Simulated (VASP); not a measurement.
# Y (P3_121) in VASP: a series of runs

The runs below take Y through single point, relaxation of cell and atoms, with r2SCAN.

All numbers are computed with VASP 6.6.1; they aren't measurements. Logs are shortened: lines on timing, memory, paths and dates and some standing lists are left out, and cuts for length are marked.

## Step 1: The cell of the first run

It takes space group P3_121 (No. 152, trigonal). The conventional cell has a = 4.711 Å, b = 4.711 Å, c = 5.345 Å, α = 90.00°, β = 90.00°, γ = 120.00°. Within 3.4 Å of Y (site symmetry 2) lie 2 Y at 2.56 Å.

## Step 2: Single point, r2SCAN

POSCAR reads:

```
Y
1.0
    4.7109923454      0.0000000000      0.0000000000
   -2.3554961728      4.0798390482      0.0000000000
    0.0000000000      0.0000000000      5.3447785157
Y
3
Direct
    0.2254000000      0.0000000000      0.3333333333
    0.0000000000      0.2254000000      0.6666666667
    0.7746000000      0.7746000000      0.0000000000
```

INCAR.step1 reads:

```
PREC     = Accurate       # precision mode
ENCUT    = 520            # plane-wave cutoff, eV
ISMEAR   = 0              # smearing method
SIGMA    = 0.1            # smearing width, eV
LREAL    = False          # projectors in reciprocal space
LASPH    = True           # aspherical terms in the spheres
NELM     = 100            # most SCF steps
NBANDS   = 24             # bands
GGA      = PE             # functional
ALGO     = Normal         # electronic algorithm
EDIFF    = 1E-4           # SCF threshold, eV
LWAVE    = True           # write WAVECAR
LCHARG   = False          # write CHGCAR
```

INCAR.step2 reads:

```
PREC     = Accurate       # precision mode
ENCUT    = 520            # plane-wave cutoff, eV
EDIFF    = 1E-6           # SCF threshold, eV
ISMEAR   = 0              # smearing method
SIGMA    = 0.1            # smearing width, eV
LREAL    = False          # projectors in reciprocal space
LASPH    = True           # aspherical terms in the spheres
NELM     = 100            # most SCF steps
ALGO     = Normal         # electronic algorithm
ISIF     = 2              # what is computed and relaxed
LWAVE    = False          # write WAVECAR
LCHARG   = False          # write CHGCAR
METAGGA  = R2SCAN         # meta-GGA
LMIXTAU  = True         
NBANDS   = 24             # bands
ISTART   = 1
```

KPOINTS reads:

```
Automatic mesh
0
Gamma
  6 6 4
```

Potentials or basis: VASP PAW PBE potentials, release 64 (Y_sv).

Launch:

```sh
$ cat potpaw_PBE.64/Y_sv/POTCAR > POTCAR
$ cp INCAR.step1 INCAR
$ mpirun -np 1 vasp_std > vasp.out
$ cp INCAR.step2 INCAR
$ mpirun -np 1 vasp_std > vasp.out
```

OUTCAR:

```text
PREC = Accurate
   ENCUT = 520
   EDIFF = 1E-6
   ISMEAR = 0
   LREAL = False
   LASPH = True
   NELM = 100
   ISIF = 2
   METAGGA = R2SCAN
   ISTART = 1

 ion  position               nearest neighbor table
   1  0.225  0.000  0.333-   3 2.56   2 2.56   3 3.71   3 3.71   2 3.71   2 3.71   2 4.01   3 4.01

   2  0.000  0.225  0.667-   3 2.56   1 2.56   3 3.71   3 3.71   1 3.71   1 3.71   1 4.01   3 4.01

   3  0.775  0.775  0.000-   1 2.56   2 2.56   2 3.71   1 3.71   1 3.71   2 3.71   1 4.01   2 4.01

  LATTYP: Found a hexagonal cell.
 ALAT       =     4.7109923454
 C/A-ratio  =     1.1345334749

  Lattice vectors:

 A1 = (   4.7109923454,   0.0000000000,   0.0000000000)
 A2 = (  -2.3554961728,   4.0798390482,   0.0000000000)
 A3 = (   0.0000000000,   0.0000000000,   5.3447785157)

Analysis of symmetry for initial positions (statically):
=====================================================================
 Subroutine PRICEL returns:
 Original cell was already a primitive cell.

 Routine SETGRP: Setting up the symmetry group for a
 hexagonal supercell.

 Subroutine GETGRP returns: Found  6 space group operations
 (whereof  2 operations were pure point group operations)
 out of a pool of 24 trial point group operations.

The static configuration has the point symmetry C_2 .
 The point group associated with its full space group is D_3 .

Analysis of symmetry for dynamics (positions and initial velocities):
=====================================================================
 Subroutine PRICEL returns:
 Original cell was already a primitive cell.

 Routine SETGRP: Setting up the symmetry group for a
 hexagonal supercell.

 Subroutine GETGRP returns: Found  6 space group operations
 (whereof  2 operations were pure point group operations)
 out of a pool of 24 trial point group operations.

The dynamic configuration has the point symmetry C_2 .
 The point group associated with its full space group is D_3 .

 Subroutine INISYM returns: Found  6 space group operations
 (whereof  2 operations are pure point group operations),
 and found     1 'primitive' translations

----------------------------------------------------------------------------------------

                                     Primitive cell

  volume of cell :     102.7271

  direct lattice vectors                    reciprocal lattice vectors
     4.710992345  0.000000000  0.000000000     0.212269502  0.122553854  0.000000000
    -2.355496173  4.079839048  0.000000000     0.000000000  0.245107708  0.000000000
     0.000000000  0.000000000  5.344778516     0.000000000  0.000000000  0.187098492

  length of vectors
     4.710992345  4.710992345  5.344778516     0.245107708  0.245107708  0.187098492

  position of ions in fractional coordinates (direct lattice)
     0.225400000  0.000000000  0.333333333
     0.000000000  0.225400000  0.666666667
     0.774600000  0.774600000  0.000000000

  ion indices of the primitive-cell ions
   primitive index   ion index
                 1           1
                 2           2
                 3           3

----------------------------------------------------------------------------------------

 KPOINTS: Automatic mesh

Automatic generation of k-mesh.
 Grid dimensions read from file:
 generate k-points for:    6    6    4

 Generating k-lattice:

  Cartesian coordinates                     Fractional coordinates (reciprocal lattice)
     0.035378250  0.020425642  0.000000000     0.166666667  0.000000000  0.000000000
     0.000000000  0.040851285  0.000000000     0.000000000  0.166666667  0.000000000
     0.000000000  0.000000000  0.046774623     0.000000000  0.000000000  0.250000000

  Length of vectors
     0.040851285  0.040851285  0.046774623

  Shift w.r.t. Gamma in fractional coordinates (k-lattice)
     0.000000000  0.000000000  0.000000000

 Subroutine IBZKPT returns following result:
 ===========================================

 Found     24 irreducible k-points:

 Following reciprocal coordinates:
            Coordinates               Weight
  0.000000  0.000000  0.000000      1.000000
  0.166667 -0.000000  0.000000      6.000000
  0.333333  0.000000  0.000000      6.000000
  0.500000 -0.000000  0.000000      3.000000
  0.166667  0.166667  0.000000      6.000000
  0.333333  0.166667  0.000000     12.000000
[... 16 lines left out ...]
  0.333333  0.166667  0.500000     12.000000
  0.333333  0.333333  0.500000      2.000000
   k-points           NKPTS =     24   k-points in BZ     NKDIM =     24   number of bands    NBANDS=     24
   number of dos      NEDOS =    301   number of ions     NIONS =      3
   total plane-waves  NPLWV =  51840
   dimension x,y,z NGX =    36 NGY =   36 NGZ =   40
   dimension x,y,z NGXF=    72 NGYF=   72 NGZF=   80
   ions per type =               3
   NGX,Y,Z   is equivalent  to a cutoff of  12.70, 12.70, 12.44 a.u.
   NGXF,Y,Z  is equivalent  to a cutoff of  25.41, 25.41, 24.88 a.u.
 SYSTEM =  unknown system
   PREC   = accura    normal or accurate (medium, high low for compatibility)
   ISTART =      1    job   : 0-new  1-cont  2-samecut
   ICHARG =      0    charge: 1-file 2-atom 10-const
   ISPIN  =      1    spin polarized calculation?
   LNONCOLLINEAR =      F non collinear calculations
   LSORBIT =      F    spin-orbit coupling
   LASPH  =      T    aspherical Exc in radial PAW
   ENCUT  =  520.0 eV  38.22 Ry    6.18 a.u.   8.76  8.76  9.94*2*pi/ulx,y,z
   NELM   =    100;   NELMIN=  2; NELMDL=  0     # of ELM steps
   EDIFF  = 0.1E-05   stopping-criterion for ELM
   LREAL  =      F    real-space projection
   EDIFFG = 0.1E-04   stopping-criterion for IOM
   NSW    =      0    number of steps for IOM
   IBRION =     -1    ionic relax: 0-MD 1-quasi-New 2-CG
   NFREE  =      0    steps in history (QN), initial steepest desc. (CG)
   ISIF   =      2    stress and relaxation
   ISYM   =      2    0-nonsym 1-usesym 2-fastsym
   POTIM  = 0.5000    time-step for ionic-motion
   TEBEG  =    0.0;   TEEND  =   0.0 temperature during run
   PSTRESS=    0.0 pullay stress
   NELECT =      33.0000    total number of electrons
   NUPDOWN=      -1.0000    fix difference up-down
   EMIN   =  10.00;   EMAX   =-10.00  energy-range for DOS
   EFERMI =   0.00;   METHOD = LEGACY
   ISMEAR =     0;   SIGMA  =   0.10  broadening in eV -4-tet -1-fermi 0-gaus
   EFERMI_NEDOS =   21; number of points for ismear=-14 and -15
   IALGO  =     38    algorithm
   IMIX   =      4    mixing-type and parameters
     AMIX     =   0.40;   BMIX     =  1.00
     AMIX_MAG =   1.60;   BMIX_MAG =  1.00
  volume/ion in A,a.u.               =      34.24       231.08
  Fermi-wavevector in a.u.,A,eV,Ry     =   1.121203  2.118767 17.103846  1.257097
  Thomas-Fermi vector in A             =   2.257855
   LORBIT       =      0    0 simple, 1 ext, 2 COOP (PROOUT), +10 PAW based schemes
   METAGGA = R2SCAN    functional components
   LHFCALC =     F    Hartree Fock is set to
   AEXX    =    0.0000 exact exchange contribution
   IVDW    =     0    specifies the selected vdW correction
   LEPSILON=     F    determine dielectric tensor
   LRPA    =     F    only Hartree local field effects (RPA)
 non-spin polarized calculation
 Gauss-broadening in eV      SIGMA  =   0.10
  energy-cutoff  :      520.00
  volume of cell :      102.73
 maximum number of plane-waves:      2793
 NGX is ok and might be reduce to    36
   NGX = 17   NGY = 17   NGZ = 19

 number of electron      33.0000000 magnetization

 Free energy of the ion-electron system (eV)
  ---------------------------------------------------
  ext. energy  EPLUGINS =         0.00000000
  ---------------------------------------------------
  free energy    TOTEN  =       -56.03168898 eV

  energy without entropy =      -56.00332544  energy(sigma->0) =      -56.01750721

 E-fermi :   2.6872     XC(G=0):  -9.7066

 val. band max:        2.6819703340   @ k =   0.1667   0.1667   0.2500
 cond. band min:       2.7077792552   @ k =   0.3333   0.0000   0.5000
 fundamental gap:      0.0258089212
 Fermi energy:         2.6871976809

 k-point     1 :       0.0000    0.0000    0.0000
  band No.  band energies     occupation
      1     -42.2259      2.00000
      2     -41.5956      2.00000
      3     -41.5956      2.00000
      4     -22.5158      2.00000
      5     -22.5158      2.00000
      6     -22.0315      2.00000
[... 16 lines left out ...]
     23       5.6940      0.00000
     24       5.8649      0.00000

 k-point     2 :       0.1667   -0.0000    0.0000
  band No.  band energies     occupation
      1     -42.2213      2.00000
      2     -41.5989      2.00000
      3     -41.5965      2.00000
      4     -22.5251      2.00000
      5     -22.5228      2.00000
      6     -22.0276      2.00000
[... 16 lines left out ...]
     23       5.5541      0.00000
     24       6.0200      0.00000

 k-point     3 :       0.3333    0.0000    0.0000
  band No.  band energies     occupation
      1     -42.2120      2.00000
      2     -41.6056      2.00000
      3     -41.5983      2.00000
      4     -22.5420      2.00000
      5     -22.5364      2.00000
      6     -22.0160      2.00000
[... 16 lines left out ...]
     23       5.4420      0.00000
     24       5.6492      0.00000

 k-point     4 :       0.5000   -0.0000    0.0000
  band No.  band energies     occupation
      1     -42.2073      2.00000
      2     -41.6091      2.00000
      3     -41.5992      2.00000
      4     -22.5496      2.00000
      5     -22.5431      2.00000
      6     -22.0081      2.00000
[... 16 lines left out ...]
     23       5.7763      0.00000
     24       6.0618      0.00000

 k-point     5 :       0.1667    0.1667    0.0000
  band No.  band energies     occupation
      1     -42.2144      2.00000
      2     -41.6033      2.00000
      3     -41.5985      2.00000
      4     -22.5378      2.00000
      5     -22.5330      2.00000
      6     -22.0191      2.00000
[... 451 lines left out ...]
 k-point    22 :       0.1667    0.1667    0.5000
  band No.  band energies     occupation
      1     -42.0146      2.00000
      2     -42.0104      2.00000
      3     -41.3908      2.00000
      4     -22.7135      2.00000
      5     -22.2424      2.00000
      6     -22.2375      2.00000
[... 16 lines left out ...]
     23       5.5865      0.00000
     24       5.9867      0.00000

 k-point    23 :       0.3333    0.1667    0.5000
  band No.  band energies     occupation
      1     -42.0115      2.00000
      2     -42.0059      2.00000
      3     -41.3978      2.00000
      4     -22.7267      2.00000
      5     -22.2638      2.00000
      6     -22.2550      2.00000
[... 16 lines left out ...]
     23       5.0441      0.00000
     24       5.3909      0.00000

 k-point    24 :       0.3333    0.3333    0.5000
  band No.  band energies     occupation
      1     -42.0075      2.00000
      2     -42.0075      2.00000
      3     -41.4001      2.00000
      4     -22.7308      2.00000
      5     -22.2674      2.00000
      6     -22.2674      2.00000
[... 16 lines left out ...]
     23       5.2256      0.00000
     24       5.2256      0.00000

------------------------ aborting loop because EDIFF is reached ----------------------------------------

  FORCE on cell =-STRESS in cart. coord.  units (eV):
  Direction    XX          YY          ZZ          XY          YZ          ZX
  --------------------------------------------------------------------------------------
  -------------------------------------------------------------------------------------
  Total       -1.0840831     -1.0840831      2.9987574      0.0000000      0.0000000      0.0000000
  in kB      -16.9078348    -16.9078348     46.7699363      0.0000000      0.0000000      0.0000000
  external PRESSURE =       4.3180889 kB  Pullay stress =       0.0000000 kB

 VOLUME and BASIS-vectors are now :
 -----------------------------------------------------------------------------
  energy-cutoff  :      520.00
  volume of cell :      102.73
      direct lattice vectors                 reciprocal lattice vectors
     4.710992345  0.000000000  0.000000000     0.212269502  0.122553854  0.000000000
    -2.355496173  4.079839048  0.000000000     0.000000000  0.245107708  0.000000000
     0.000000000  0.000000000  5.344778516     0.000000000  0.000000000  0.187098492

 POSITION                                       TOTAL-FORCE (eV/Angst)
 -----------------------------------------------------------------------------------
      1.06186      0.00000      1.78159         2.870003      0.000000     -0.000000
     -0.53093      0.91960      3.56319        -1.435001      2.485495      0.000000
      1.82457      3.16024      0.00000        -1.435001     -2.485495      0.000000
 -----------------------------------------------------------------------------------
    total drift:                                0.000000      0.000000     -0.000000

  FREE ENERGIE OF THE ION-ELECTRON SYSTEM (eV)
  ---------------------------------------------------
  free  energy   TOTEN  =       -56.0316889840 eV

  energy  without entropy=      -56.0033254356  energy(sigma->0) =      -56.01750721
```

Wall time 2.9 min (1 thread of Intel Xeon Platinum 8375C at 2.90GHz (Ice Lake), shared host); peak memory 0.25 GiB.

What came out:

- Free energy: -56.0317 eV
- Pressure: 0.4 GPa
- Largest force: 2.870 eV/Å

Forces in eV/Å, atoms in the order of the input:
```
Y    2.870  0.000  0.000
Y   -1.435  2.485  0.000
Y   -1.435 -2.485  0.000
```

Levels at points of the mesh, in eV from the Fermi level:
```tsv
k point	band 13	band 14	band 15	band 16	band 17	band 18	band 19	band 20	band 21	band 22
(0.00, 0.00, 0.00)	-4.29	-1.51	-1.51	-0.65	-0.26	-0.26	0.82	1.66	1.66	3.01
(0.50, 0.00, 0.00)	-2.02	-2.01	-1.65	-0.01	0.25	0.54	0.99	1.12	1.70	2.03
(0.00, 0.00, 0.50)	-2.66	-2.66	-1.44	-0.68	-0.68	0.43	0.69	0.69	1.08	2.21
(0.50, 0.00, 0.50)	-1.62	-1.47	-1.37	-0.70	-0.01	0.41	1.14	1.42	1.67	2.40
```

Caveat: the PAW data sets were made with another functional, which shifts forces and pressure a little.

[end of part 1 of 2]
